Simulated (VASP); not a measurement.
# SrO in VASP: further runs

Runs on SrO. Level: PBE. Tasks: single point.

Everything below comes from runs of VASP 6.6.1. Logs are shortened: lines on timing, memory, paths and dates and some standing lists are left out, and cuts for length are marked.

### Step 1. The cell of the first run

The structure is monoclinic, space group P2_1 (No. 4). The conventional cell has a = 3.577 Å, b = 6.243 Å, c = 3.577 Å, α = 90.00°, β = 120.00°, γ = 90.00°. Within 3.3 Å of Sr (site symmetry 1) lie 6 O at 2.51 to 2.67 Å. O (site symmetry 1) has 6 Sr at 2.51 to 2.67 Å and 2 O at 3.13 Å within 3.3 Å.

### Step 2. Single point, PBE (mode 6 frozen in at -0.071 Å and mode 7 at -0.071 Å (largest displacements))

INCAR reads:

```
ALGO = Normal
EDIFF = 1E-6
ENCUT = 520
GGA = PE
ISIF = 2
ISMEAR = 0
LASPH = T
LCHARG = T
LELF = T
LREAL = F
LVHAR = T
LWAVE = F
NBANDS = 24
NELM = 100
PREC = Accurate
SIGMA = 0.05
```

KPOINTS reads:

```
k-points
0
Gamma
  9 9 4
```

POSCAR reads:

```
SrO
1.0
    3.5769478779      0.0000000000      0.0000000000
   -1.7884739390      3.0977277303      0.0000000000
    0.0000000000      0.0000000000      6.2426216355
Sr O
2 2
Direct
    0.3333333333      0.6666666667      0.2500000000
    0.6666666667      0.3333333333      0.7500000000
   -0.0313975330     -0.0229845894      0.0000000000
    0.0313975330      0.0229845894      0.5000000000
```

Potentials or basis: VASP PAW PBE potentials, release 64 (Sr_sv, O).

Run with:

```sh
cat potpaw_PBE.64/Sr_sv/POTCAR potpaw_PBE.64/O/POTCAR > POTCAR
mpirun -np 1 vasp_std > vasp.out
```

OUTCAR:

```text
EDIFF = 1E-6
   ENCUT = 520
   GGA = PE
   ISIF = 2
   ISMEAR = 0
   LASPH = T
   LREAL = F
   NELM = 100
   PREC = Accurate

 ion  position               nearest neighbor table
   1  0.333  0.667  0.250-   3 2.51   4 2.53   4 2.57   3 2.61   3 2.65   4 2.67   2 3.74   2 3.74
                             2 3.74   2 3.74   2 3.74   2 3.74
   2  0.667  0.333  0.750-   4 2.51   3 2.53   3 2.57   4 2.61   4 2.65   3 2.67   1 3.74   1 3.74
                             1 3.74   1 3.74   1 3.74   1 3.74
   3  0.969  0.977  0.000-   1 2.51   2 2.53   2 2.57   1 2.61   1 2.65   2 2.67
   4  0.031  0.023  0.500-   2 2.51   1 2.53   1 2.57   2 2.61   2 2.65   1 2.67

  LATTYP: Found a hexagonal cell.
 ALAT       =     3.5769478779
 C/A-ratio  =     1.7452369586

  Lattice vectors:

 A1 = (   3.5769478779,   0.0000000000,   0.0000000000)
 A2 = (  -1.7884739390,   3.0977277303,   0.0000000000)
 A3 = (   0.0000000000,   0.0000000000,   6.2426216355)

Analysis of symmetry for initial positions (statically):
=====================================================================
 Subroutine PRICEL returns:
 Original cell was already a primitive cell.

 Routine SETGRP: Setting up the symmetry group for a
 hexagonal supercell.

 Subroutine GETGRP returns: Found  2 space group operations
 (whereof  1 operations were pure point group operations)
 out of a pool of 24 trial point group operations.

The static configuration has the point symmetry C_1 .
 The point group associated with its full space group is C_2 .

Analysis of symmetry for dynamics (positions and initial velocities):
=====================================================================
 Subroutine PRICEL returns:
 Original cell was already a primitive cell.

 Routine SETGRP: Setting up the symmetry group for a
 hexagonal supercell.

 Subroutine GETGRP returns: Found  2 space group operations
 (whereof  1 operations were pure point group operations)
 out of a pool of 24 trial point group operations.

The dynamic configuration has the point symmetry C_1 .
 The point group associated with its full space group is C_2 .

 Subroutine INISYM returns: Found  2 space group operations
 (whereof  1 operations are pure point group operations),
 and found     1 'primitive' translations

----------------------------------------------------------------------------------------

                                     Primitive cell

  volume of cell :      69.1708

  direct lattice vectors                    reciprocal lattice vectors
     3.576947878  0.000000000  0.000000000     0.279567954  0.161408634  0.000000000
    -1.788473939  3.097727730  0.000000000     0.000000000  0.322817267  0.000000000
     0.000000000  0.000000000  6.242621635     0.000000000  0.000000000  0.160189109

  length of vectors
     3.576947878  3.576947878  6.242621635     0.322817267  0.322817267  0.160189109

  position of ions in fractional coordinates (direct lattice)
     0.333333333  0.666666667  0.250000000
     0.666666667  0.333333333  0.750000000
     0.968602467  0.977015411  0.000000000
     0.031397533  0.022984589  0.500000000

  ion indices of the primitive-cell ions
   primitive index   ion index
                 1           1
                 2           2
                 3           3
                 4           4

----------------------------------------------------------------------------------------

 KPOINTS: k-points

Automatic generation of k-mesh.
 Grid dimensions read from file:
 generate k-points for:    9    9    4

 Generating k-lattice:

  Cartesian coordinates                     Fractional coordinates (reciprocal lattice)
     0.031063106  0.017934293  0.000000000     0.111111111  0.000000000  0.000000000
     0.000000000  0.035868585  0.000000000     0.000000000  0.111111111  0.000000000
     0.000000000  0.000000000  0.040047277     0.000000000  0.000000000  0.250000000

  Length of vectors
     0.035868585  0.035868585  0.040047277

  Shift w.r.t. Gamma in fractional coordinates (k-lattice)
     0.000000000  0.000000000  0.000000000

 Subroutine IBZKPT returns following result:
 ===========================================

 Found    123 irreducible k-points:

 Following reciprocal coordinates:
            Coordinates               Weight
  0.000000  0.000000  0.000000      1.000000
  0.111111 -0.000000  0.000000      2.000000
  0.000000  0.111111  0.000000      2.000000
 -0.111111  0.111111  0.000000      2.000000
  0.222222  0.000000  0.000000      2.000000
  0.000000  0.222222  0.000000      2.000000
[... 16 lines left out ...]
  0.333333  0.111111  0.000000      2.000000
 -0.111111  0.444444  0.000000      2.000000
 [... further k-points ...]
   k-points           NKPTS =    123   k-points in BZ     NKDIM =    123   number of bands    NBANDS=     24
   number of dos      NEDOS =    301   number of ions     NIONS =      4
   total plane-waves  NPLWV =  37632
   dimension x,y,z NGX =    28 NGY =   28 NGZ =   48
   dimension x,y,z NGXF=    56 NGYF=   56 NGZF=   96
   ions per type =               2   2
   NGX,Y,Z   is equivalent  to a cutoff of  13.01, 13.01, 12.78 a.u.
   NGXF,Y,Z  is equivalent  to a cutoff of  26.03, 26.03, 25.57 a.u.
 SYSTEM =  unknown system
   PREC   = accura    normal or accurate (medium, high low for compatibility)
   ISTART =      0    job   : 0-new  1-cont  2-samecut
   ICHARG =      2    charge: 1-file 2-atom 10-const
   ISPIN  =      1    spin polarized calculation?
   LNONCOLLINEAR =      F non collinear calculations
   LSORBIT =      F    spin-orbit coupling
   LASPH  =      T    aspherical Exc in radial PAW
   ENCUT  =  520.0 eV  38.22 Ry    6.18 a.u.   6.65  6.65 11.61*2*pi/ulx,y,z
   NELM   =    100;   NELMIN=  2; NELMDL= -5     # of ELM steps
   EDIFF  = 0.1E-05   stopping-criterion for ELM
   LREAL  =      F    real-space projection
   EDIFFG = 0.1E-04   stopping-criterion for IOM
   NSW    =      0    number of steps for IOM
   IBRION =     -1    ionic relax: 0-MD 1-quasi-New 2-CG
   NFREE  =      0    steps in history (QN), initial steepest desc. (CG)
   ISIF   =      2    stress and relaxation
   ISYM   =      2    0-nonsym 1-usesym 2-fastsym
   POTIM  = 0.5000    time-step for ionic-motion
   TEBEG  =    0.0;   TEEND  =   0.0 temperature during run
   PSTRESS=    0.0 pullay stress
   NELECT =      32.0000    total number of electrons
   NUPDOWN=      -1.0000    fix difference up-down
   EMIN   =  10.00;   EMAX   =-10.00  energy-range for DOS
   EFERMI =   0.00;   METHOD = LEGACY
   ISMEAR =     0;   SIGMA  =   0.05  broadening in eV -4-tet -1-fermi 0-gaus
   EFERMI_NEDOS =   21; number of points for ismear=-14 and -15
   IALGO  =     38    algorithm
   IMIX   =      4    mixing-type and parameters
     AMIX     =   0.40;   BMIX     =  1.00
     AMIX_MAG =   1.60;   BMIX_MAG =  1.00
  volume/ion in A,a.u.               =      17.29       116.70
  Fermi-wavevector in a.u.,A,eV,Ry     =   1.266146  2.392669 21.811857  1.603126
  Thomas-Fermi vector in A             =   2.399362
   LORBIT       =      0    0 simple, 1 ext, 2 COOP (PROOUT), +10 PAW based schemes
   GGA     = PE    functional components
   LHFCALC =     F    Hartree Fock is set to
   AEXX    =    0.0000 exact exchange contribution
   IVDW    =     0    specifies the selected vdW correction
   LEPSILON=     F    determine dielectric tensor
   LRPA    =     F    only Hartree local field effects (RPA)
 non-spin polarized calculation
 Gauss-broadening in eV      SIGMA  =   0.05
  energy-cutoff  :      520.00
  volume of cell :       69.17
 maximum number of plane-waves:      1895
   NGX = 13   NGY = 13   NGZ = 23

 number of electron      32.0000002 magnetization

 Free energy of the ion-electron system (eV)
  ---------------------------------------------------
  ext. energy  EPLUGINS =         0.00000000
  ---------------------------------------------------
  free energy    TOTEN  =       -23.72757177 eV

  energy without entropy =      -23.72757177  energy(sigma->0) =      -23.72757177

 E-fermi :   2.3011     XC(G=0):  -9.9367

 val. band max:        2.0923796512   @ k =   0.0000   0.0000   0.0000
 cond. band min:       5.0873034701   @ k =   0.0000   0.0000   0.0000
 fundamental gap:      2.9949238189
 Fermi energy:         2.3011153006

 k-point     1 :       0.0000    0.0000    0.0000
  band No.  band energies     occupation
      1     -30.9108      2.00000
      2     -30.8100      2.00000
      3     -14.9424      2.00000
      4     -13.4102      2.00000
      5     -12.6099      2.00000
      6     -12.6056      2.00000
[... 16 lines left out ...]
     23       9.3292      0.00000
     24      10.1244      0.00000

 k-point     2 :       0.1111   -0.0000    0.0000
  band No.  band energies     occupation
      1     -30.8960      2.00000
      2     -30.8010      2.00000
      3     -14.8528      2.00000
      4     -13.6971      2.00000
      5     -12.7166      2.00000
      6     -12.6470      2.00000
[... 16 lines left out ...]
     23       9.5214      0.00000
     24       9.8549      0.00000

 k-point     3 :       0.0000    0.1111    0.0000
  band No.  band energies     occupation
      1     -30.8960      2.00000
      2     -30.8010      2.00000
      3     -14.8517      2.00000
      4     -13.7010      2.00000
      5     -12.7133      2.00000
      6     -12.6498      2.00000
[... 16 lines left out ...]
     23       9.5054      0.00000
     24       9.9111      0.00000
[... 514 lines left out ...]
 k-point    23 :       0.3333    0.1111    0.0000
  band No.  band energies     occupation
      1     -30.7857      2.00000
      2     -30.7454      2.00000
      3     -14.7570      2.00000
      4     -13.8648      2.00000
      5     -13.3116      2.00000
      6     -12.9230      2.00000
[... 16 lines left out ...]
     23      10.9384      0.00000
     24      11.4026      0.00000

 k-point    24 :      -0.1111    0.4444    0.0000
  band No.  band energies     occupation
      1     -30.7855      2.00000
      2     -30.7455      2.00000
      3     -14.7479      2.00000
      4     -13.8922      2.00000
      5     -13.3071      2.00000
      6     -12.9364      2.00000
[... 16 lines left out ...]
     23      10.8904      0.00000
     24      11.3653      0.00000

 [... further k-points ...]
[... 5 lines left out ...]
  --------------------------------------------------------------------------------------
  -------------------------------------------------------------------------------------
  Total        0.3524943      0.3517010      0.3224965      0.0212506      0.0000000      0.0000000
  in kB        8.1646913      8.1463163      7.4698633      0.4922186      0.0000000      0.0000000
  external PRESSURE =       7.9269570 kB  Pullay stress =       0.0000000 kB

 VOLUME and BASIS-vectors are now :
 -----------------------------------------------------------------------------
  energy-cutoff  :      520.00
  volume of cell :       69.17
      direct lattice vectors                 reciprocal lattice vectors
     3.576947878  0.000000000  0.000000000     0.279567954  0.161408634  0.000000000
    -1.788473939  3.097727730  0.000000000     0.000000000  0.322817267  0.000000000
     0.000000000  0.000000000  6.242621635     0.000000000  0.000000000  0.160189109

 POSITION                                       TOTAL-FORCE (eV/Angst)
 -----------------------------------------------------------------------------------
     -0.00000      2.06515      1.56066        -0.046831     -0.000028      0.003122
      1.78847      1.03258      4.68197         0.046831      0.000028      0.003122
      1.71727      3.02653      0.00000         0.144945      0.145004     -0.003122
      0.07120      0.07120      3.12131        -0.144945     -0.145004     -0.003122
 -----------------------------------------------------------------------------------
    total drift:                               -0.000000     -0.000000      0.000006

  FREE ENERGIE OF THE ION-ELECTRON SYSTEM (eV)
  ---------------------------------------------------
  free  energy   TOTEN  =       -23.7275717675 eV

  energy  without entropy=      -23.7275717675  energy(sigma->0) =      -23.72757177
```

Run time: 2.4 min. Hardware: 1 thread of Intel Xeon Platinum 8375C at 2.90GHz (Ice Lake), shared host; peak memory 0.31 GiB.

Results:

```yaml
Free_energy: -23.7276 eV
Pressure: 0.8 GPa
Largest_force: 0.205 eV/Å
Band_gap_on_the_k_mesh: 2.99 eV, direct
```

Forces on the atoms (eV/Å):
```
Sr  -0.047  0.000  0.003
Sr   0.047  0.000  0.003
O    0.145  0.145 -0.003
O   -0.145 -0.145 -0.003
```

Levels at points of the mesh, in eV from the valence-band top:
```
           k point  band 12  band 13  band 14  band 15  band 16  band 17  band 18  band 19  band 20  band 21
(0.00, 0.00, 0.00)    -1.00    -0.98    -0.74    -0.74     0.00     2.99     4.98     5.16     6.16     6.21
(0.00, 0.00, 0.50)    -1.59    -0.90    -0.90    -0.88    -0.88     4.60     4.60     5.86     5.86     7.10
```

Caveat: the cell differs from its parent crystal (mode 6 frozen in at -0.071 Å and mode 7 at -0.071 Å (largest displacements)). A k mesh can miss the band edges.

(Continued in part 2 of 2.)
